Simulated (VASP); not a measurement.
**Si2Sb: single point with r2SCAN**

Si2Sb:

```
Si Sb
1.0
     0.00000    3.27960    3.27960
     3.27960    0.00000    3.27960
     3.27960    3.27960    0.00000
Si Sb
2 1
Direct
  0.25000 0.25000 0.25000
  0.75000 0.75000 0.75000
  0.00000 0.00000 0.00000
```

```
Program             : VASP 6.6.1
Task                : single point
Functional          : r2SCAN
Potentials or basis : VASP PAW PBE potentials, release 64 (Si, Sb)
Cutoff              : 520 eV
k mesh              : 6 × 6 × 6
Occupations         : gaussian, width 0.1 eV
Spin                : no spin polarisation
```

```
Pressure               : 0.4 GPa
Band gap on the k mesh : zero (an odd number of electrons rules out a gap without spin polarisation)
```

Levels at points of the mesh, in eV from the Fermi level:
| k point | band 4 | band 5 | band 6 | band 7 | band 8 | band 9 |
| --- | --- | --- | --- | --- | --- | --- |
| (0.00, 0.00, 0.00) | -2.37 | -2.37 | -2.37 | -1.85 | -1.85 | -1.85 |
| (0.50, 0.00, 0.00) | -3.79 | -3.79 | -1.03 | -1.03 | -0.53 | 3.62 |
| (0.50, 0.50, 0.00) | -5.29 | -5.29 | -1.68 | 3.19 | 3.19 | 4.09 |

Run time: 29 s on 1 thread of Intel(R) Xeon(R) 6975P-C (Granite Rapids), on a shared host, peak memory 0.22 GiB.

Caveat: the PAW data sets were made with another functional, which shifts forces and pressure a little; spin-orbit coupling is left out, which moves the levels of the heavy elements.
